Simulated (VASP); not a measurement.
# BAs (F-43m) in VASP: notebook, part 2 of 2

VASP 6.6.1. Earlier steps stand in the parts before.

### Step 4. Single point, PBE

This run uses another cell than the first one, of 11.81 Å³/atom, 0.849 times its volume.

INCAR

```
SYSTEM = BAs
  PREC = Accurate
  ENCUT = 520
  EDIFF = 1E-6
  ISMEAR = 0
  SIGMA = 0.01
  LREAL = .False.
  LASPH = .True.
  NELM = 80
  ALGO = Normal
  ISIF = 2
  LWAVE = .False.
  LCHARG = .False.
  GGA = PE
  NBANDS = 11
```

KPOINTS

```
Automatic mesh
0
Gamma
  10 10 10
  0 0 0
```

POSCAR

```
BAs
1.0
    0.0000000000      2.2769802244      2.2769802244
    2.2769802244      0.0000000000      2.2769802244
    2.2769802244      2.2769802244      0.0000000000
B As
1 1
Direct
    0.0000000000      0.0000000000      0.0000000000
    0.7500000000      0.7500000000      0.7500000000
```

Potentials or basis: VASP PAW PBE potentials, release 64 (B, As).

On the command line:

```bash
$ cat potpaw_PBE.64/B/POTCAR potpaw_PBE.64/As/POTCAR > POTCAR
$ mpirun -np 1 vasp_std > vasp.out
```

OUTCAR:

```text
SYSTEM = BAs
   PREC = Accurate
   ENCUT = 520
   EDIFF = 1E-6
   ISMEAR = 0
   LREAL = .False.
   LASPH = .True.
   NELM = 80
   ISIF = 2
   GGA = PE

 ion  position               nearest neighbor table
   1  0.000  0.000  0.000-   2 1.97   2 1.97   2 1.97   2 1.97
   2  0.750  0.750  0.750-   1 1.97   1 1.97   1 1.97   1 1.97

  LATTYP: Found a face centered cubic cell.
 ALAT       =     4.5539604488

  Lattice vectors:

 A1 = (   0.0000000000,   2.2769802244,   2.2769802244)
 A2 = (   2.2769802244,   0.0000000000,   2.2769802244)
 A3 = (   2.2769802244,   2.2769802244,   0.0000000000)

Analysis of symmetry for initial positions (statically):
=====================================================================
 Subroutine PRICEL returns:
 Original cell was already a primitive cell.

 Routine SETGRP: Setting up the symmetry group for a
 face centered cubic supercell.

 Subroutine GETGRP returns: Found 24 space group operations
 (whereof 24 operations were pure point group operations)
 out of a pool of 48 trial point group operations.

The static configuration has the point symmetry T_d .

Analysis of symmetry for dynamics (positions and initial velocities):
=====================================================================
 Subroutine PRICEL returns:
 Original cell was already a primitive cell.

 Routine SETGRP: Setting up the symmetry group for a
 face centered cubic supercell.

 Subroutine GETGRP returns: Found 24 space group operations
 (whereof 24 operations were pure point group operations)
 out of a pool of 48 trial point group operations.

The dynamic configuration has the point symmetry T_d .

 Subroutine INISYM returns: Found 24 space group operations
 (whereof 24 operations are pure point group operations),
 and found     1 'primitive' translations

----------------------------------------------------------------------------------------

                                     Primitive cell

  volume of cell :      23.6106

  direct lattice vectors                    reciprocal lattice vectors
[... 112 lines left out ...]
   GGA     = PE    functional components
   LHFCALC =     F    Hartree Fock is set to
   AEXX    =    0.0000 exact exchange contribution
   IVDW    =     0    specifies the selected vdW correction
   LEPSILON=     F    determine dielectric tensor
   LRPA    =     F    only Hartree local field effects (RPA)
 non-spin polarized calculation
 Gauss-broadening in eV      SIGMA  =   0.01
  energy-cutoff  :      520.00
  volume of cell :       23.61
 maximum number of plane-waves:       647
   NGX = 11   NGY = 11   NGZ = 11

 number of electron       7.9999999 magnetization

 Free energy of the ion-electron system (eV)
  ---------------------------------------------------
  ext. energy  EPLUGINS =         0.00000000
  ---------------------------------------------------
  free energy    TOTEN  =       -11.04633323 eV

  energy without entropy =      -11.04633323  energy(sigma->0) =      -11.04633323

 E-fermi :   7.9265     XC(G=0): -11.2165

 val. band max:        7.8083433075   @ k =   0.0000   0.0000   0.0000
 cond. band min:       8.8263855810   @ k =   0.4000   0.4000   0.0000
 fundamental gap:      1.0180422734
 Fermi energy:         7.9264880691

 k-point     1 :       0.0000    0.0000    0.0000
  band No.  band energies     occupation
      1      -8.9879      2.00000
      2       7.8083      2.00000
      3       7.8083      2.00000
      4       7.8083      2.00000
      5      11.2845      0.00000
      6      11.2845      0.00000
      7      11.2845      0.00000
      8      14.3776      0.00000
      9      18.1697      0.00000
     10      21.3676      0.00000
     11      21.3676      0.00000
[... 309 lines left out ...]
 k-point    24 :       0.4000    0.3000    0.0000
  band No.  band energies     occupation
      1      -5.9410      2.00000
      2       0.9445      2.00000
      3       3.2043      2.00000
      4       3.7729      2.00000
      5       9.4196      0.00000
      6      11.2094      0.00000
      7      17.7303      0.00000
      8      17.8489      0.00000
      9      21.1691      0.00000
     10      24.6619      0.00000
     11      25.5872      0.00000

 [... further k-points ...]
[... 5 lines left out ...]
  --------------------------------------------------------------------------------------
  -------------------------------------------------------------------------------------
  Total        4.6115445      4.6115445      4.6115445     -0.0000000      0.0000000     -0.0000000
  in kB      312.9314546    312.9314546    312.9314546     -0.0000000      0.0000000     -0.0000000
  external PRESSURE =     312.9314546 kB  Pullay stress =       0.0000000 kB

 VOLUME and BASIS-vectors are now :
 -----------------------------------------------------------------------------
  energy-cutoff  :      520.00
  volume of cell :       23.61
      direct lattice vectors                 reciprocal lattice vectors
     0.000000000  2.276980224  2.276980224    -0.219589083  0.219589083  0.219589083
     2.276980224  0.000000000  2.276980224     0.219589083 -0.219589083  0.219589083
     2.276980224  2.276980224  0.000000000     0.219589083  0.219589083 -0.219589083

 POSITION                                       TOTAL-FORCE (eV/Angst)
 -----------------------------------------------------------------------------------
      0.00000      0.00000      0.00000         0.000000      0.000000      0.000000
      3.41547      3.41547      3.41547        -0.000000     -0.000000     -0.000000
 -----------------------------------------------------------------------------------
    total drift:                               -0.000000     -0.000000     -0.000000

  FREE ENERGIE OF THE ION-ELECTRON SYSTEM (eV)
  ---------------------------------------------------
  free  energy   TOTEN  =       -11.0463332285 eV

  energy  without entropy=      -11.0463332285  energy(sigma->0) =      -11.04633323
```

stdout:

```text
POSCAR found type information on POSCAR B As
 POSCAR found :  2 types and       2 ions
 scaLAPACK will be used
 LDA part: xc-table for (Slater+PW92), standard interpolation
 POSCAR, INCAR and KPOINTS ok, starting setup
 FFT: planning ... GRIDC
 FFT: planning ... GRID_SOFT
 FFT: planning ... GRID
 WAVECAR not read
 entering main loop
```

Run time: 8.6 s. Hardware: 1 thread of AMD EPYC 9R45 (Zen 5), shared host; peak memory 0.11 GiB.

What came out:

```
Free energy            : -11.0463 eV
Pressure               : 31.3 GPa
Band gap on the k mesh : 1.02 eV, indirect (least direct gap 3.48 eV)
```

A k mesh can miss the band edges.

### Step 5. Single point, PBE

INCAR

```
  PREC = Accurate
  ENCUT = 520
  EDIFF = 1E-6
  ISMEAR = 0
  SIGMA = 0.01
  LREAL = F
  LASPH = T
  NELM = 100
  ALGO = Normal
  ISIF = 2
  LWAVE = F
  LCHARG = F
  GGA = PE
  NBANDS = 11
```

KPOINTS

```
Automatic mesh
0
Gamma
  10 10 10
```

POSCAR

```
BAs
1.0
    0.0000000000      2.4046443033      2.4046443033
    2.4046443033      0.0000000000      2.4046443033
    2.4046443033      2.4046443033      0.0000000000
B As
1 1
Direct
    0.0000000000      0.0000000000      0.0000000000
    0.7500000000      0.7500000000      0.7500000000
```

On the command line:

```bash
$ cat potpaw_PBE.64/B/POTCAR potpaw_PBE.64/As/POTCAR > POTCAR
$ mpirun -np 1 vasp_std > vasp.out
```

Wall time 13 s (1 thread of AMD EPYC 9R45 (Zen 5), shared host); peak memory 0.13 GiB.

It converged, with:

- Free energy: -11.4134 eV
- Pressure: 0.6 GPa
- Band gap on the k mesh: 1.20 eV, indirect (least direct gap 3.25 eV)

Levels at points of the mesh, in eV from the valence-band top:
| k point | band 1 | band 2 | band 3 | band 4 | band 5 | band 6 | band 7 | band 8 | band 9 |
| --- | --- | --- | --- | --- | --- | --- | --- | --- | --- |
| (0.00, 0.00, 0.00) | -15.22 | 0.00 | 0.00 | 0.00 | 3.25 | 3.25 | 3.25 | 4.43 | 9.49 |
| (0.50, 0.00, 0.00) | -12.42 | -8.64 | -1.79 | -1.79 | 2.57 | 4.76 | 4.76 | 8.82 | 12.57 |
| (0.50, 0.50, 0.00) | -11.13 | -8.42 | -4.00 | -4.00 | 1.45 | 1.46 | 11.17 | 11.17 | 12.68 |

### Step 6. Summary

| task | cell | cutoff (eV) | gap on the mesh (eV) | pressure (GPa) |
| --- | --- | --- | --- | --- |
| single point | a = 3.401 Å, angles 60.0°, 2 atoms | 520 | 1.20 | 0.6 |
| relaxation of cell and atoms | relaxed from a = 3.400 Å, angles 60.0°, 2 atoms | 600 | 1.20 | 0.0 |
| single point | a = 3.220 Å, angles 60.0°, 2 atoms | 520 | 1.02 | 31.3 |

Alike in all rows: level PBE; potentials or basis VASP PAW PBE potentials, release 64 (B, As); no spin polarisation; k mesh 10 × 10 × 10; smearing gaussian 0.01 eV.

Total energies depend on the potentials used, so only differences within one code and one set of settings carry meaning.
